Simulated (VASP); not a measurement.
Write the native input for VASP 6.6.1 that does the following.

| Property | Result |
| --- | --- |
| Task | relaxation of shape and atoms at fixed volume |
| Functional | PBE |
| Potentials or basis | VASP PAW PBE potentials, release 64 (Te) |
| Cutoff | 600 eV |
| k mesh | 15 × 15 × 15 |
| Occupations | fermi-dirac, width 0.08 eV |
| Spin | no spin polarisation |
| Dipole correction | no |
| Further INCAR settings | ALGO = Normal; EDIFF = 1e-07; IBRION = 2; EDIFFG = -0.005; NSW = 50; ISIF = 4 |

The structure of Te lies in POSCAR:

```
Te
1.0
   -2.4450498134      2.4450498134      1.2111336002
    2.4450498134     -2.4450498134      1.2111336002
    2.4450498134      2.4450498134     -1.2111336002
Te
2
Direct
   -0.3750000000     -0.1250000000     -0.2500000000
    0.3750000000      0.1250000000      0.2500000000
```

One way to write it, as run:

INCAR

```
ALGO = Normal
EDIFF = 1E-7
EDIFFG = -0.005
ENCUT = 600
GGA = PE
IBRION = 2
ISIF = 4
ISMEAR = -1
LASPH = True
LCHARG = False
LREAL = False
LWAVE = False
NELM = 80
NSW = 50
PREC = Accurate
SIGMA = 0.08
```

KPOINTS

```
k-points
0
Gamma
  15 15 15
```

Potentials or basis: VASP PAW PBE potentials, release 64 (Te).

Run with:

```console
$ cat potpaw_PBE.64/Te/POTCAR > POTCAR
$ mpirun -np 1 vasp_std > vasp.out
```

It gave:

- Energy gained by relaxing: 143.2 meV/atom
- Ionic steps: 5
- Pressure after relaxing: 216.2 GPa
- Band gap on the k mesh: zero (band 6 reaches 28.13 eV, above the bottom of band 7 at 18.62 eV)

Caveat: spin-orbit coupling is left out, which moves the levels of the heavy elements.

Wall time 8.5 min on 1 thread of Oxide Virtual Turin-like Processor, on a shared host, peak memory 0.21 GiB.
